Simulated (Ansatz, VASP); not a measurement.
NaCl in VASP and in Ansatz

File INCAR:

```
SYSTEM = NaCl
  PREC = Accurate
  ENCUT = 500
  EDIFF = 1E-6
  ISMEAR = 0
  SIGMA = 0.1
  LREAL = .FALSE.
  LASPH = .TRUE.
  NELM = 200
  ALGO = Normal
  ISIF = 2
  LWAVE = .FALSE.
  LCHARG = .FALSE.
  LDAU = .TRUE.
  LDAUTYPE = 2
  LDAUL = -1 1
  LDAUU = 0 1.9
  LDAUJ = 0 0
  LDAUPRINT = 1
  GGA = PE
  NBANDS = 14
  GGA_COMPAT = .FALSE.
```

KPOINTS

```
regular mesh
0
G
  4 4 4
  0 0 0
```

File POSCAR:

```
NaCl
1.0
    3.5021900000      0.0000000000      0.0000000000
    0.0000000000      3.5021900000      0.0000000000
    0.0000000000      0.0000000000      3.5021900000
Na Cl
1 1
Direct
    0.0000000000      0.0000000000      0.0000000000
    0.5000000000      0.5000000000      0.5000000000
```

Input for Ansatz:

```yaml
crystal:
  lattice:
    - [3.50219, 0.0, 0.0]
    - [0.0, 3.50219, 0.0]
    - [0.0, 0.0, 3.50219]
  atoms:
    - { symbol: Na, position: [0.0, 0.0, 0.0] }
    - { symbol: Cl, position: [0.5, 0.5, 0.5] }
basis:
  ecutwfc: 420
kpoints:
  mp_grid: { grid: [4, 4, 4] }
hamiltonian:
  xc: pbe
  hubbard: { sites: [{ species: Cl, l: p, u_eff: 1.9 }] }
scf:
  occupations: { method: gaussian, width: 0.1 }
output:
  forces: true
  stress: true
  eigenvalues: true
```

Alike in both runs: task single point; functional PBE; k mesh 4 × 4 × 4; occupations gaussian, width 0.1 eV; no spin polarisation; Hubbard terms Cl p U = 1.9 eV.

|  | VASP | Ansatz |
| --- | --- | --- |
| version | VASP 6.6.1 | Ansatz 0.2.0 |
| potentials or method | VASP PAW PBE potentials, release 64 (Na_pv, Cl), cutoff 500 eV | scalar-relativistic, plane waves, PAW |
| valence electrons in the cell | 14 | 16 |

|  | VASP | Ansatz | Ansatz less VASP |
| --- | --- | --- | --- |
| gap on the k mesh at the Fermi level (eV) | 4.07 | 4.76 | +0.685 |
| least direct gap on the mesh (eV) | 4.55 | 5.25 | +0.696 |
| pressure (GPa) | 0.0 | 0.2 | +0.19 |

The programs project onto different local orbitals, so the same U acts differently, and such runs can settle in different states. VASP's potentials hold 14 valence electrons a cell and Ansatz's 16, so a difference there can come from the potentials and not from the codes.

The k mesh is coarse, so the values compare programs but aren't converged.
